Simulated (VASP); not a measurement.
# ZnO (P6_3mc) in VASP: a series of runs

Runs on ZnO. Level: LDA. Tasks: single point.

Everything below comes from runs of VASP 6.6.1. Logs are shortened: lines on timing, memory, paths and dates and some standing lists are left out, and cuts for length are marked.

## (1) The cell of the first run

The structure is hexagonal, space group P6_3mc (No. 186). The conventional cell has a = 3.152 Å, b = 3.152 Å, c = 5.204 Å, α = 90.00°, β = 90.00°, γ = 120.00°. Zn (site symmetry 3m) has 4 O at 1.92 to 1.99 Å within 2.5 Å. O (site symmetry 3m) has 4 Zn at 1.92 to 1.99 Å within 2.5 Å.

## (2) Single point, LDA (equal xx and yy strain of -3 %)

File INCAR:

```
SYSTEM = ZnO
  PREC = Accurate
  ENCUT = 520
  EDIFF = 1E-6
  ISMEAR = -1
  SIGMA = 0.02
  LREAL = .FALSE.
  LASPH = .TRUE.
  NELM = 60
  ALGO = Normal
  ISIF = 2
  LWAVE = .FALSE.
  LCHARG = .TRUE.
  GGA = CA
  LELF = .TRUE.
  LVHAR = .TRUE.
  NBANDS = 26
```

File KPOINTS:

```
regular mesh
0
G
  11 11 6
  0 0 0
```

File POSCAR:

```
ZnO
1.0
    3.1519167622      0.0000000000      0.0000000000
   -1.5759583810      2.7296399866      0.0000000000
    0.0000000000      0.0000000000      5.2038000000
Zn O
2 2
Direct
    0.3333333333      0.6666666667      0.0000000000
    0.6666666667      0.3333333333      0.5000000000
    0.3333333333      0.6666666667      0.3821000000
    0.6666666667      0.3333333333      0.8821000000
```

Potentials or basis: VASP PAW LDA potentials, release 64 (Zn, O).

Command:

```
> cat potpaw_LDA.64/Zn/POTCAR potpaw_LDA.64/O/POTCAR > POTCAR
> mpirun -np 1 vasp_std > vasp.out
```

OUTCAR:

```text
SYSTEM = ZnO
   PREC = Accurate
   ENCUT = 520
   EDIFF = 1E-6
   ISMEAR = -1
   LREAL = .FALSE.
   LASPH = .TRUE.
   NELM = 60
   ISIF = 2
   GGA = CA

 ion  position               nearest neighbor table
   1  0.333  0.667  0.000-   4 1.92   4 1.92   4 1.92   3 1.99
   2  0.667  0.333  0.500-   3 1.92   3 1.92   3 1.92   4 1.99
   3  0.333  0.667  0.382-   2 1.92   2 1.92   2 1.92   1 1.99
   4  0.667  0.333  0.882-   1 1.92   1 1.92   1 1.92   2 1.99

  LATTYP: Found a hexagonal cell.
 ALAT       =     3.1519167622
 C/A-ratio  =     1.6509953760

  Lattice vectors:

 A1 = (   3.1519167622,   0.0000000000,   0.0000000000)
 A2 = (  -1.5759583810,   2.7296399866,   0.0000000000)
 A3 = (   0.0000000000,   0.0000000000,   5.2038000000)

Analysis of symmetry for initial positions (statically):
=====================================================================
 Subroutine PRICEL returns:
 Original cell was already a primitive cell.

 Routine SETGRP: Setting up the symmetry group for a
 hexagonal supercell.

 Subroutine GETGRP returns: Found 12 space group operations
 (whereof  6 operations were pure point group operations)
 out of a pool of 24 trial point group operations.

The static configuration has the point symmetry C_3v.
 The point group associated with its full space group is C_6v.

Analysis of symmetry for dynamics (positions and initial velocities):
=====================================================================
 Subroutine PRICEL returns:
 Original cell was already a primitive cell.

 Routine SETGRP: Setting up the symmetry group for a
 hexagonal supercell.

 Subroutine GETGRP returns: Found 12 space group operations
 (whereof  6 operations were pure point group operations)
 out of a pool of 24 trial point group operations.

The dynamic configuration has the point symmetry C_3v.
 The point group associated with its full space group is C_6v.

 Subroutine INISYM returns: Found 12 space group operations
 (whereof  6 operations are pure point group operations),
 and found     1 'primitive' translations

----------------------------------------------------------------------------------------

                                     Primitive cell

  volume of cell :      44.7714

  direct lattice vectors                    reciprocal lattice vectors
     3.151916762  0.000000000  0.000000000     0.317267262  0.183174339  0.000000000
    -1.575958381  2.729639987  0.000000000     0.000000000  0.366348678  0.000000000
     0.000000000  0.000000000  5.203800000     0.000000000  0.000000000  0.192167262
[... 89 lines left out ...]
   LREAL  =      F    real-space projection
   EDIFFG = 0.1E-04   stopping-criterion for IOM
   NSW    =      0    number of steps for IOM
   IBRION =     -1    ionic relax: 0-MD 1-quasi-New 2-CG
   NFREE  =      0    steps in history (QN), initial steepest desc. (CG)
   ISIF   =      2    stress and relaxation
   ISYM   =      2    0-nonsym 1-usesym 2-fastsym
   POTIM  = 0.5000    time-step for ionic-motion
   TEBEG  =    0.0;   TEEND  =   0.0 temperature during run
   PSTRESS=    0.0 pullay stress
   NELECT =      36.0000    total number of electrons
   NUPDOWN=      -1.0000    fix difference up-down
   EMIN   =  10.00;   EMAX   =-10.00  energy-range for DOS
   EFERMI =   0.00;   METHOD = LEGACY
   ISMEAR =    -1;   SIGMA  =   0.02  broadening in eV -4-tet -1-fermi 0-gaus
   EFERMI_NEDOS =   21; number of points for ismear=-14 and -15
   IALGO  =     38    algorithm
   IMIX   =      4    mixing-type and parameters
     AMIX     =   0.40;   BMIX     =  1.00
     AMIX_MAG =   1.60;   BMIX_MAG =  1.00
  volume/ion in A,a.u.               =      11.19        75.53
  Fermi-wavevector in a.u.,A,eV,Ry     =   1.522330  2.876786 31.531341  2.317488
  Thomas-Fermi vector in A             =   2.630924
   LORBIT       =      0    0 simple, 1 ext, 2 COOP (PROOUT), +10 PAW based schemes
   GGA     = CA    functional components
   LHFCALC =     F    Hartree Fock is set to
   AEXX    =    0.0000 exact exchange contribution
   IVDW    =     0    specifies the selected vdW correction
   LEPSILON=     F    determine dielectric tensor
   LRPA    =     F    only Hartree local field effects (RPA)
 non-spin polarized calculation
  energy-cutoff  :      520.00
  volume of cell :       44.77
 maximum number of plane-waves:      1224
 NGX is ok and might be reduce to    24
   NGX = 11   NGY = 11   NGZ = 19

 number of electron      35.9999963 magnetization

 Free energy of the ion-electron system (eV)
  ---------------------------------------------------
  ext. energy  EPLUGINS =         0.00000000
  ---------------------------------------------------
  free energy    TOTEN  =       -21.12571892 eV

  energy without entropy =      -21.12571892  energy(sigma->0) =      -21.12571892

 E-fermi :   1.9076     XC(G=0): -11.7917

 val. band max:        1.5087319187   @ k =   0.0000   0.0000   0.0000
 cond. band min:       2.2986657364   @ k =   0.0000   0.0000   0.0000
 fundamental gap:      0.7899338177
 Fermi energy:         1.9075543715

 k-point     1 :       0.0000    0.0000    0.0000
  band No.  band energies     occupation
      1     -16.8651      2.00000
      2     -16.0446      2.00000
      3      -4.7762      2.00000
      4      -4.6667      2.00000
      5      -4.6667      2.00000
      6      -4.5534      2.00000
[... 685 lines left out ...]
     25      14.7713      0.00000
     26      16.3034      0.00000

 [... further k-points ...]

------------------------ aborting loop because EDIFF is reached ----------------------------------------

  FORCE on cell =-STRESS in cart. coord.  units (eV):
  Direction    XX          YY          ZZ          XY          YZ          ZX
  --------------------------------------------------------------------------------------
  -------------------------------------------------------------------------------------
  Total        1.7163884      1.7163884     -0.4389703      0.0000000      0.0000000      0.0000000
  in kB       61.4222126     61.4222126    -15.7088739      0.0000000      0.0000000      0.0000000
  external PRESSURE =      35.7118504 kB  Pullay stress =       0.0000000 kB

 VOLUME and BASIS-vectors are now :
 -----------------------------------------------------------------------------
  energy-cutoff  :      520.00
  volume of cell :       44.77
      direct lattice vectors                 reciprocal lattice vectors
     3.151916762  0.000000000  0.000000000     0.317267262  0.183174339  0.000000000
    -1.575958381  2.729639987  0.000000000     0.000000000  0.366348678  0.000000000
     0.000000000  0.000000000  5.203800000     0.000000000  0.000000000  0.192167262

 POSITION                                       TOTAL-FORCE (eV/Angst)
 -----------------------------------------------------------------------------------
     -0.00000      1.81976      0.00000        -0.000000     -0.000000      0.347621
      1.57596      0.90988      2.60190        -0.000000      0.000000      0.347621
     -0.00000      1.81976      1.98837         0.000000     -0.000000     -0.347621
      1.57596      0.90988      4.59027         0.000000      0.000000     -0.347621
 -----------------------------------------------------------------------------------
    total drift:                                0.000000      0.000000      0.000570

  FREE ENERGIE OF THE ION-ELECTRON SYSTEM (eV)
  ---------------------------------------------------
  free  energy   TOTEN  =       -21.1257189214 eV

  energy  without entropy=      -21.1257189214  energy(sigma->0) =      -21.12571892
```

OSZICAR:

```text
N       E                     dE             d eps       ncg     rms          rms(c)
DAV:   1     0.291734723861E+03    0.29173E+03   -0.18184E+04  3416   0.207E+03
DAV:   2     0.656117661267E+01   -0.28517E+03   -0.26815E+03  3500   0.417E+02
DAV:   3    -0.236480269276E+02   -0.30209E+02   -0.29825E+02  3674   0.138E+02
DAV:   4    -0.242202159986E+02   -0.57219E+00   -0.57097E+00  3696   0.193E+01
DAV:   5    -0.242231277244E+02   -0.29117E-02   -0.29115E-02  3690   0.143E+00    0.160E+01
DAV:   6    -0.210211640902E+02    0.32020E+01   -0.59915E+00  5234   0.605E+01    0.103E+01
DAV:   7    -0.211908766879E+02   -0.16971E+00   -0.27406E+00  3438   0.164E+01    0.599E+00
DAV:   8    -0.211755581479E+02    0.15319E-01   -0.54514E-01  4486   0.714E+00    0.167E+00
DAV:   9    -0.211235211323E+02    0.52037E-01   -0.10444E-01  4900   0.669E+00    0.320E-01
DAV:  10    -0.211257770455E+02   -0.22559E-02   -0.35771E-02  3386   0.132E+00    0.922E-02
DAV:  11    -0.211257171113E+02    0.59934E-04   -0.40501E-04  4210   0.266E-01    0.220E-02
DAV:  12    -0.211257183723E+02   -0.12610E-05   -0.62581E-05  4026   0.247E-01    0.864E-03
DAV:  13    -0.211257189214E+02   -0.54908E-06   -0.78209E-06  4182   0.886E-02
   1 F= -.21125719E+02 E0= -.21125719E+02  d E =-.100837E-10
```

stdout:

```text
POSCAR found type information on POSCAR ZnO
 POSCAR found :  2 types and       4 ions
 scaLAPACK will be used
 LDA part: xc-table for (Slater(with rela. corr.)+CA(PZ))
 , standard interpolation
 POSCAR, INCAR and KPOINTS ok, starting setup
 FFT: planning ... GRIDC
 FFT: planning ... GRID_SOFT
 FFT: planning ... GRID
 WAVECAR not read
 entering main loop
```

It took 55 s on 1 thread of Intel Xeon Platinum 8259CL at 2.50GHz (Skylake/Cascade Lake), shared host; peak memory 0.18 GiB.

Results:

```
Free energy            : -21.1257 eV
Pressure               : 3.6 GPa
Largest force          : 0.348 eV/Å
Band gap on the k mesh : 0.79 eV, direct
```

Forces in eV/Å, atoms in the order of the input:
```
Zn   0.000  0.000  0.348
Zn   0.000  0.000  0.348
O    0.000  0.000 -0.348
O    0.000  0.000 -0.348
```

Stress tensor (GPa, compression positive):
```
 6.14  0.00  0.00
 0.00  6.14  0.00
 0.00  0.00 -1.57
```

Caveat: the cell differs from its parent crystal (equal xx and yy strain of -3 %).

## (3) Single point, LDA (equal xx and yy strain of -1 %)

File INCAR:

```
  PREC = Accurate
  ENCUT = 520
  EDIFF = 1E-6
  ISMEAR = -1
  SIGMA = 0.02
  LREAL = False
  LASPH = True
  NELM = 100
  ALGO = Normal
  ISIF = 2
  LWAVE = False
  LCHARG = False
  NBANDS = 26
```

File KPOINTS:

```
Automatic mesh
0
Gamma
  11 11 6
```

Edit POSCAR of step 2 so:

```diff
@@ -2,4 +2,4 @@
 1.0
-    3.1519167622      0.0000000000      0.0000000000
-   -1.5759583810      2.7296399866      0.0000000000
+    3.2169047367      0.0000000000      0.0000000000
+   -1.6084523683      2.7859212235      0.0000000000
     0.0000000000      0.0000000000      5.2038000000
```

Potentials or basis: VASP PAW LDA potentials, release 64 (Zn, O).

Command:

```
> cat potpaw_LDA.64/Zn/POTCAR potpaw_LDA.64/O/POTCAR > POTCAR
> mpirun -np 1 vasp_std > vasp.out
```

It took 65 s on 1 thread of Intel Xeon Platinum 8259CL at 2.50GHz (Skylake/Cascade Lake), shared host; peak memory 0.18 GiB.

It converged, with:

* Free energy: -21.1476 eV
* Pressure: -3.2 GPa
* Largest force: 0.125 eV/Å
* Band gap on the k mesh: 0.76 eV, direct

Forces on the atoms (eV/Å):
```
Zn   0.000  0.000  0.125
Zn   0.000  0.000  0.125
O    0.000  0.000 -0.125
O    0.000  0.000 -0.125
```

Stress tensor (GPa, compression positive):
```
-2.55  0.00  0.00
 0.00 -2.55  0.00
 0.00  0.00 -4.36
```

Levels at points of the mesh, in eV from the valence-band top:
```
           k point  band 15  band 16  band 17  band 18  band 19  band 20  band 21  band 22
(0.00, 0.00, 0.00)    -0.79    -0.13     0.00     0.00     0.76     5.17     8.08    12.81
(0.00, 0.00, 0.50)    -0.39    -0.39    -0.39    -0.39     3.42     3.42     9.90     9.90
```

Caveat: the cell differs from its parent crystal (equal xx and yy strain of -1 %).

## (4) Single point, LDA (equal xx and yy strain of +2 %)

File INCAR:

```
ALGO = Normal ; EDIFF = 1E-7
ENCUT = 520 ; GGA = CA
ISIF = 2 ; ISMEAR = -1
LASPH = True ; LCHARG = False
LREAL = False ; LWAVE = False
NBANDS = 26 ; NELM = 100
PREC = Accurate ; SIGMA = 0.02
```

File KPOINTS:

```
k-points
0
Gamma
  11 11 6
```

Edit POSCAR of step 3 so:

```diff
@@ -2,4 +2,4 @@
 1.0
-    3.2169047367      0.0000000000      0.0000000000
-   -1.6084523683      2.7859212235      0.0000000000
+    3.3143866984      0.0000000000      0.0000000000
+   -1.6571933491      2.8703430787      0.0000000000
     0.0000000000      0.0000000000      5.2038000000
```

Command:

```
> cat potpaw_LDA.64/Zn/POTCAR potpaw_LDA.64/O/POTCAR > POTCAR
> mpirun -np 1 vasp_std > vasp.out
```

It took 97 s on 1 thread of Intel Xeon Platinum 8259CL at 2.50GHz (Skylake/Cascade Lake), shared host; peak memory 0.19 GiB.

The run converged. Its results:

```yaml
Free_energy: -21.0117 eV
Pressure: -10.8 GPa
Largest_force: 0.082 eV/Å
Band_gap_on_the_k_mesh: 0.70 eV, direct
```

Forces in eV/Å, atoms in the order of the input:
```
Zn   0.000  0.000 -0.082
Zn   0.000  0.000 -0.082
O    0.000  0.000  0.082
O    0.000  0.000  0.082
```

Stress tensor (GPa, compression positive):
```
-12.31   0.00   0.00
  0.00 -12.31   0.00
  0.00   0.00  -7.85
```

Levels at points of the mesh, in eV from the valence-band top:
```csv
k point,band 14,band 15,band 16,band 17,band 18,band 19,band 20,band 21,band 22,band 23
"(0.00, 0.00, 0.00)",-0.80,-0.80,-0.03,0.00,0.00,0.70,4.88,8.17,12.28,12.28
"(0.00, 0.00, 0.50)",-2.17,-0.39,-0.39,-0.39,-0.39,3.33,3.33,9.91,9.91,12.56
```

Caveat: the cell differs from its parent crystal (equal xx and yy strain of +2 %).

[end of part 1 of 2]
